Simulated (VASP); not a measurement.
Wanted: the native input for a VASP 6.6.1 run.

- Task: single point
- Functional: PBE
- Potentials or basis: VASP PAW PBE potentials, release 64 (Pt)
- Cutoff: 520 eV
- k mesh: 15 × 15 × 8
- Occupations: fermi-dirac, width 0.05 eV
- Spin: no spin polarisation
- Dipole correction: no
- Further INCAR settings: ALGO = Normal; EDIFF = 1e-07; NBANDS = 17

The structure of Pt lies in POSCAR:

```
Pt
1.0
    2.4722440723      0.0000000000      0.0000000000
   -1.2361220362      2.1410261709      0.0000000000
    0.0000000000      0.0000000000      4.1685888538
Pt
2
Direct
    0.3333333333      0.6666666667      0.2500000000
    0.6666666667      0.3333333333      0.7500000000
```

This cell differs from its parent crystal: volume scaled by 0.7.

One way to write it, as run:

INCAR

```
PREC = Accurate
ENCUT = 520
EDIFF = 1E-7
ISMEAR = -1
SIGMA = 0.05
LREAL = False
LASPH = True
NELM = 100
ALGO = Normal
ISIF = 2
LWAVE = False
LCHARG = False
GGA = PE
NBANDS = 17
```

KPOINTS

```
Automatic mesh
0
Gamma
  15 15 8
```

Potentials or basis: VASP PAW PBE potentials, release 64 (Pt).

The run is started by

```sh
$ cat potpaw_PBE.64/Pt/POTCAR > POTCAR
$ mpirun -np 1 vasp_std > vasp.out
```

Results of the run:

```yaml
Pressure: 221.8 GPa
Band_gap_on_the_k_mesh: zero (band 10 reaches 19.15 eV, above the bottom of band 11 at 16.93 eV)
```

Caveat: spin-orbit coupling is left out, which moves the levels of the heavy elements.

It took 31 s on 1 thread of Intel Xeon 6975P-C (shared host), peak memory 0.16 GiB.
